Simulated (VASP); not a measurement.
# Mn (Fm-3m) in VASP: further runs, part 2 of 2

VASP 6.6.1.

**3. Single point, revPBE**

This run uses another cell than the first one, of 10.91 Å³/atom, 1.042 times its volume.

File INCAR:

```
PREC = Accurate
ENCUT = 520
EDIFF = 1E-7
ISMEAR = -1
SIGMA = 0.1
LREAL = False
LASPH = True
NELM = 60
ALGO = Normal
ISIF = 2
LWAVE = False
LCHARG = False
GGA = RE
NBANDS = 12
```

File KPOINTS:

```
Automatic mesh
0
Gamma
  17 17 17
```

File POSCAR:

```
Mn
1.0
    0.0000000000      1.7604696462      1.7604696462
    1.7604696462      0.0000000000      1.7604696462
    1.7604696462      1.7604696462      0.0000000000
Mn
1
Direct
    0.0000000000      0.0000000000      0.0000000000
```

Potentials or basis: VASP PAW PBE potentials, release 64 (Mn_pv).

Launch:

```console
> cat potpaw_PBE.64/Mn_pv/POTCAR > POTCAR
> mpirun -np 1 vasp_std > vasp.out
```

OUTCAR:

```text
PREC = Accurate
   ENCUT = 520
   EDIFF = 1E-7
   ISMEAR = -1
   LREAL = False
   LASPH = True
   NELM = 60
   ISIF = 2
   GGA = RE

 ion  position               nearest neighbor table
   1  0.000  0.000  0.000-

  LATTYP: Found a face centered cubic cell.
 ALAT       =     3.5209392924

  Lattice vectors:

 A1 = (   0.0000000000,   1.7604696462,   1.7604696462)
 A2 = (   1.7604696462,   0.0000000000,   1.7604696462)
 A3 = (   1.7604696462,   1.7604696462,   0.0000000000)

Analysis of symmetry for initial positions (statically):
=====================================================================
 Subroutine PRICEL returns:
 Original cell was already a primitive cell.

 Routine SETGRP: Setting up the symmetry group for a
 face centered cubic supercell.

 Subroutine GETGRP returns: Found 48 space group operations
 (whereof 48 operations were pure point group operations)
 out of a pool of 48 trial point group operations.

The static configuration has the point symmetry O_h .

Analysis of symmetry for dynamics (positions and initial velocities):
=====================================================================
 Subroutine PRICEL returns:
 Original cell was already a primitive cell.

 Routine SETGRP: Setting up the symmetry group for a
 face centered cubic supercell.

 Subroutine GETGRP returns: Found 48 space group operations
 (whereof 48 operations were pure point group operations)
 out of a pool of 48 trial point group operations.

The dynamic configuration has the point symmetry O_h .

 Subroutine INISYM returns: Found 48 space group operations
 (whereof 48 operations are pure point group operations),
 and found     1 'primitive' translations

----------------------------------------------------------------------------------------

                                     Primitive cell

  volume of cell :      10.9123

  direct lattice vectors                    reciprocal lattice vectors
     0.000000000  1.760469646  1.760469646    -0.284015121  0.284015121  0.284015121
     1.760469646  0.000000000  1.760469646     0.284015121 -0.284015121  0.284015121
     1.760469646  1.760469646  0.000000000     0.284015121  0.284015121 -0.284015121

  length of vectors
     2.489680050  2.489680050  2.489680050     0.491928620  0.491928620  0.491928620

  position of ions in fractional coordinates (direct lattice)
     0.000000000  0.000000000  0.000000000

  ion indices of the primitive-cell ions
   primitive index   ion index
                 1           1

----------------------------------------------------------------------------------------

 KPOINTS: Automatic mesh

Automatic generation of k-mesh.
 Grid dimensions read from file:
 generate k-points for:   17   17   17

 Generating k-lattice:

  Cartesian coordinates                     Fractional coordinates (reciprocal lattice)
    -0.016706772  0.016706772  0.016706772     0.058823529  0.000000000  0.000000000
     0.016706772 -0.016706772  0.016706772     0.000000000  0.058823529  0.000000000
     0.016706772  0.016706772 -0.016706772     0.000000000  0.000000000  0.058823529

  Length of vectors
     0.028936978  0.028936978  0.028936978

  Shift w.r.t. Gamma in fractional coordinates (k-lattice)
     0.000000000  0.000000000  0.000000000

 Subroutine IBZKPT returns following result:
 ===========================================

 Found    165 irreducible k-points:

 Following reciprocal coordinates:
            Coordinates               Weight
  0.000000  0.000000  0.000000      1.000000
  0.058824  0.000000  0.000000      8.000000
  0.117647  0.000000  0.000000      8.000000
  0.176471  0.000000  0.000000      8.000000
  0.235294  0.000000  0.000000      8.000000
  0.294118  0.000000  0.000000      8.000000
[... 16 lines left out ...]
 -0.176471  0.058824  0.000000     24.000000
 -0.117647  0.058824  0.000000     24.000000
 [... further k-points ...]
   k-points           NKPTS =    165   k-points in BZ     NKDIM =    165   number of bands    NBANDS=     12
   number of dos      NEDOS =    301   number of ions     NIONS =      1
   total plane-waves  NPLWV =   8000
   dimension x,y,z NGX =    20 NGY =   20 NGZ =   20
   dimension x,y,z NGXF=    40 NGYF=   40 NGZF=   40
   ions per type =               1
   NGX,Y,Z   is equivalent  to a cutoff of  13.35, 13.35, 13.35 a.u.
   NGXF,Y,Z  is equivalent  to a cutoff of  26.71, 26.71, 26.71 a.u.
 SYSTEM =  unknown system
   PREC   = accura    normal or accurate (medium, high low for compatibility)
   ISTART =      0    job   : 0-new  1-cont  2-samecut
   ICHARG =      2    charge: 1-file 2-atom 10-const
   ISPIN  =      1    spin polarized calculation?
   LNONCOLLINEAR =      F non collinear calculations
   LSORBIT =      F    spin-orbit coupling
   LASPH  =      T    aspherical Exc in radial PAW
   ENCUT  =  520.0 eV  38.22 Ry    6.18 a.u.   4.63  4.63  4.63*2*pi/ulx,y,z
   NELM   =     60;   NELMIN=  2; NELMDL= -5     # of ELM steps
   EDIFF  = 0.1E-06   stopping-criterion for ELM
   LREAL  =      F    real-space projection
   EDIFFG = 0.1E-05   stopping-criterion for IOM
   NSW    =      0    number of steps for IOM
   IBRION =     -1    ionic relax: 0-MD 1-quasi-New 2-CG
   NFREE  =      0    steps in history (QN), initial steepest desc. (CG)
   ISIF   =      2    stress and relaxation
   ISYM   =      2    0-nonsym 1-usesym 2-fastsym
   POTIM  = 0.5000    time-step for ionic-motion
   TEBEG  =    0.0;   TEEND  =   0.0 temperature during run
   PSTRESS=    0.0 pullay stress
   NELECT =      13.0000    total number of electrons
   NUPDOWN=      -1.0000    fix difference up-down
   EMIN   =  10.00;   EMAX   =-10.00  energy-range for DOS
   EFERMI =   0.00;   METHOD = LEGACY
   ISMEAR =    -1;   SIGMA  =   0.10  broadening in eV -4-tet -1-fermi 0-gaus
   EFERMI_NEDOS =   21; number of points for ismear=-14 and -15
   IALGO  =     38    algorithm
   IMIX   =      4    mixing-type and parameters
     AMIX     =   0.40;   BMIX     =  1.00
     AMIX_MAG =   1.60;   BMIX_MAG =  1.00
  volume/ion in A,a.u.               =      10.91        73.64
  Fermi-wavevector in a.u.,A,eV,Ry     =   1.735471  3.279565 40.978846  3.011860
  Thomas-Fermi vector in A             =   2.809070
   LORBIT       =      0    0 simple, 1 ext, 2 COOP (PROOUT), +10 PAW based schemes
   GGA     = RE    functional components
   LHFCALC =     F    Hartree Fock is set to
   AEXX    =    0.0000 exact exchange contribution
   IVDW    =     0    specifies the selected vdW correction
   LEPSILON=     F    determine dielectric tensor
   LRPA    =     F    only Hartree local field effects (RPA)
 non-spin polarized calculation
  energy-cutoff  :      520.00
  volume of cell :       10.91
 maximum number of plane-waves:       306
   NGX =  9   NGY =  9   NGZ =  9

 number of electron      12.9999988 magnetization

 Free energy of the ion-electron system (eV)
  ---------------------------------------------------
  ext. energy  EPLUGINS =         0.00000000
  ---------------------------------------------------
  free energy    TOTEN  =        -8.51020386 eV

  energy without entropy =       -8.45947490  energy(sigma->0) =       -8.48483938

 E-fermi :  10.3639     XC(G=0): -13.8401

 val. band max:       10.3601599590   @ k =   0.2353   0.1765   0.0000
 cond. band min:      10.3662566962   @ k =  -0.2941   0.2941   0.1176
 fundamental gap:      0.0060967371
 Fermi energy:        10.3639416430

 k-point     1 :       0.0000    0.0000    0.0000
  band No.  band energies     occupation
      1     -37.3478      2.00000
      2     -37.3478      2.00000
      3     -37.3478      2.00000
      4       2.1242      2.00000
      5       9.2485      1.99997
      6       9.2485      1.99997
      7       9.2485      1.99997
      8      10.9030      0.00907
      9      10.9030      0.00907
     10      31.6380      0.00000
     11      37.3762      0.00000
     12      37.3762      0.00000

 k-point     2 :       0.0588    0.0000    0.0000
  band No.  band energies     occupation
      1     -37.3728      2.00000
      2     -37.3510      2.00000
      3     -37.3510      2.00000
      4       2.2690      2.00000
      5       9.1872      1.99998
      6       9.2936      1.99996
      7       9.2936      1.99996
      8      10.8794      0.01148
      9      10.8794      0.01148
     10      31.6306      0.00000
     11      35.9863      0.00000
     12      37.3794      0.00000
[... 316 lines left out ...]
 k-point    24 :      -0.1176    0.0588    0.0000
  band No.  band energies     occupation
      1     -37.4872      2.00000
      2     -37.3835      2.00000
      3     -37.3597      2.00000
      4       3.0103      2.00000
      5       8.8877      2.00000
      6       9.4943      1.99967
      7       9.4980      1.99965
      8      10.6574      0.10089
      9      10.9596      0.00516
     10      30.9395      0.00000
     11      32.9599      0.00000
     12      36.3666      0.00000

 [... further k-points ...]
[... 5 lines left out ...]
  --------------------------------------------------------------------------------------
  -------------------------------------------------------------------------------------
  Total        0.0081037      0.0081037      0.0081037      0.0000000      0.0000000      0.0000000
  in kB        1.1898078      1.1898078      1.1898078      0.0000000      0.0000000      0.0000000
  external PRESSURE =       1.1898078 kB  Pullay stress =       0.0000000 kB

 VOLUME and BASIS-vectors are now :
 -----------------------------------------------------------------------------
  energy-cutoff  :      520.00
  volume of cell :       10.91
      direct lattice vectors                 reciprocal lattice vectors
     0.000000000  1.760469646  1.760469646    -0.284015121  0.284015121  0.284015121
     1.760469646  0.000000000  1.760469646     0.284015121 -0.284015121  0.284015121
     1.760469646  1.760469646  0.000000000     0.284015121  0.284015121 -0.284015121

 POSITION                                       TOTAL-FORCE (eV/Angst)
 -----------------------------------------------------------------------------------
      0.00000      0.00000      0.00000         0.000000      0.000000      0.000000
 -----------------------------------------------------------------------------------
    total drift:                                0.000000     -0.000000      0.000000

  FREE ENERGIE OF THE ION-ELECTRON SYSTEM (eV)
  ---------------------------------------------------
  free  energy   TOTEN  =        -8.5102038611 eV

  energy  without entropy=       -8.4594749002  energy(sigma->0) =       -8.48483938
```

OSZICAR:

```text
N       E                     dE             d eps       ncg     rms          rms(c)
DAV:   1     0.799295980938E+02    0.79930E+02   -0.78135E+03  4016   0.139E+03
DAV:   2    -0.870870096597E+01   -0.88638E+02   -0.85118E+02  4032   0.317E+02
DAV:   3    -0.101418676454E+02   -0.14332E+01   -0.14283E+01  4312   0.472E+01
DAV:   4    -0.101507874022E+02   -0.89198E-02   -0.89194E-02  4292   0.360E+00
DAV:   5    -0.101509021665E+02   -0.11476E-03   -0.11477E-03  4332   0.406E-01    0.127E+01
DAV:   6    -0.857209680755E+01    0.15788E+01   -0.45189E+00  4072   0.429E+01    0.192E+00
DAV:   7    -0.852083628073E+01    0.51261E-01   -0.17641E-01  4224   0.784E+00    0.802E-01
DAV:   8    -0.851060922683E+01    0.10227E-01   -0.40624E-03  4240   0.101E+00    0.225E-01
DAV:   9    -0.851022150926E+01    0.38772E-03   -0.10717E-03  4112   0.577E-01    0.362E-02
DAV:  10    -0.851020448616E+01    0.17023E-04   -0.12993E-05  4352   0.517E-02    0.280E-03
DAV:  11    -0.851020346744E+01    0.10187E-05   -0.31728E-07  4136   0.753E-03    0.574E-04
DAV:  12    -0.851020394782E+01   -0.48039E-06   -0.55110E-09  2280   0.102E-03    0.132E-04
DAV:  13    -0.851020386115E+01    0.86676E-07   -0.11471E-09  2036   0.580E-04
   1 F= -.85102039E+01 E0= -.84848394E+01  d E =-.507290E-01
```

Wall time 34 s (1 thread of Intel Xeon Platinum 8175M at 2.50GHz (Skylake/Cascade Lake), shared host); peak memory 0.14 GiB.

What came out:

```yaml
Free_energy: -8.5102 eV
Pressure: 0.1 GPa
```

Caveat: the PAW data sets were made with another functional, which shifts forces and pressure a little; the run has no spin polarisation, though such a crystal can be magnetic. Spin polarisation is off, so any magnetic state and its effect on volume and gap are missing.

**4. Single point, revPBE (volume scaled by 1.04)**

File INCAR:

```
SYSTEM = Mn
  PREC = Accurate
  ENCUT = 520
  EDIFF = 1E-6
  ISMEAR = -1
  SIGMA = 0.1
  LREAL = .False.
  LASPH = .True.
  NELM = 100
  ALGO = Normal
  ISIF = 2
  LWAVE = .False.
  LCHARG = .False.
  GGA = RE
  NBANDS = 12
```

File KPOINTS:

```
Automatic mesh
0
Gamma
  17 17 17
  0 0 0
```

File POSCAR:

```
Mn
1.0
    0.0000000000      1.7836363772      1.7836363772
    1.7836363772      0.0000000000      1.7836363772
    1.7836363772      1.7836363772      0.0000000000
Mn
1
Direct
    0.0000000000      0.0000000000      0.0000000000
```

Potentials or basis: VASP PAW PBE potentials, release 64 (Mn_pv).

Launch:

```console
> cat potpaw_PBE.64/Mn_pv/POTCAR > POTCAR
> mpirun -np 1 vasp_std > vasp.out
```

OUTCAR:

```text
SYSTEM = Mn
   PREC = Accurate
   ENCUT = 520
   EDIFF = 1E-6
   ISMEAR = -1
   LREAL = .False.
   LASPH = .True.
   NELM = 100
   ISIF = 2
   GGA = RE

 ion  position               nearest neighbor table
   1  0.000  0.000  0.000-

  LATTYP: Found a face centered cubic cell.
 ALAT       =     3.5672727544

  Lattice vectors:

 A1 = (   0.0000000000,   1.7836363772,   1.7836363772)
 A2 = (   1.7836363772,   0.0000000000,   1.7836363772)
 A3 = (   1.7836363772,   1.7836363772,   0.0000000000)

Analysis of symmetry for initial positions (statically):
=====================================================================
 Subroutine PRICEL returns:
 Original cell was already a primitive cell.

 Routine SETGRP: Setting up the symmetry group for a
 face centered cubic supercell.

 Subroutine GETGRP returns: Found 48 space group operations
 (whereof 48 operations were pure point group operations)
 out of a pool of 48 trial point group operations.

The static configuration has the point symmetry O_h .

Analysis of symmetry for dynamics (positions and initial velocities):
[... 165 lines left out ...]
      1     -37.9132      2.00000
      2     -37.9132      2.00000
      3     -37.9132      2.00000
      4       1.7622      2.00000
      5       8.7703      1.99995
      6       8.7703      1.99995
      7       8.7703      1.99995
      8      10.3324      0.01219
      9      10.3324      0.01219
     10      30.8271      0.00000
     11      36.3048      0.00000
     12      36.3048      0.00000
[... 331 lines left out ...]
 k-point    24 :      -0.1176    0.0588    0.0000
  band No.  band energies     occupation
      1     -38.0353      2.00000
      2     -37.9447      2.00000
      3     -37.9238      2.00000
      4       2.6210      2.00000
      5       8.4299      2.00000
      6       9.0033      1.99945
      7       9.0061      1.99943
      8      10.1026      0.11500
      9      10.3867      0.00710
     10      29.9676      0.00000
     11      31.9788      0.00000
     12      35.2424      0.00000

 [... further k-points ...]

------------------------ aborting loop because EDIFF is reached ----------------------------------------

  FORCE on cell =-STRESS in cart. coord.  units (eV):
  Direction    XX          YY          ZZ          XY          YZ          ZX
  --------------------------------------------------------------------------------------
  -------------------------------------------------------------------------------------
  Total       -0.6710181     -0.6710181     -0.6710181     -0.0000000     -0.0000000      0.0000000
  in kB      -94.7318209    -94.7318209    -94.7318209     -0.0000000     -0.0000000      0.0000000
  external PRESSURE =     -94.7318209 kB  Pullay stress =       0.0000000 kB

 VOLUME and BASIS-vectors are now :
 -----------------------------------------------------------------------------
  energy-cutoff  :      520.00
  volume of cell :       11.35
      direct lattice vectors                 reciprocal lattice vectors
     0.000000000  1.783636377  1.783636377    -0.280326196  0.280326196  0.280326196
     1.783636377  0.000000000  1.783636377     0.280326196 -0.280326196  0.280326196
     1.783636377  1.783636377  0.000000000     0.280326196  0.280326196 -0.280326196

 POSITION                                       TOTAL-FORCE (eV/Angst)
 -----------------------------------------------------------------------------------
      0.00000      0.00000      0.00000        -0.000000     -0.000000     -0.000000
 -----------------------------------------------------------------------------------
    total drift:                                0.000000      0.000000      0.000000

  FREE ENERGIE OF THE ION-ELECTRON SYSTEM (eV)
  ---------------------------------------------------
  free  energy   TOTEN  =        -8.4972839671 eV

  energy  without entropy=       -8.4439262116  energy(sigma->0) =       -8.47060509
```

Wall time 31 s (1 thread of Intel Xeon Platinum 8175M at 2.50GHz (Skylake/Cascade Lake), shared host); peak memory 0.14 GiB.

What came out:

```yaml
Free_energy: -8.4973 eV
Pressure: -9.5 GPa
```

Caveat: the cell differs from its parent crystal (volume scaled by 1.04); the PAW data sets were made with another functional, which shifts forces and pressure a little; the run has no spin polarisation, though such a crystal can be magnetic. Spin polarisation is off, so any magnetic state and its effect on volume and gap are missing.

**5. The runs side by side**

```tsv
cell	gap on the mesh (eV)	pressure (GPa)
a = 2.456 Å, angles 60.0°, 1 atom	none	12.0
a = 2.490 Å, angles 60.0°, 1 atom	none	0.1
a = 2.522 Å, angles 60.0°, 1 atom	none	-9.5
```

Alike in all rows: task single point; level revPBE; potentials or basis VASP PAW PBE potentials, release 64 (Mn_pv); no spin polarisation; k mesh 17 × 17 × 17; cutoff (eV) 520; smearing fermi-dirac 0.1 eV.

Caveats: the PAW data sets were made with another functional, which shifts forces and pressure a little; the run has no spin polarisation, though such a crystal can be magnetic.

Absolute energies hang on the potentials; compare differences alone.
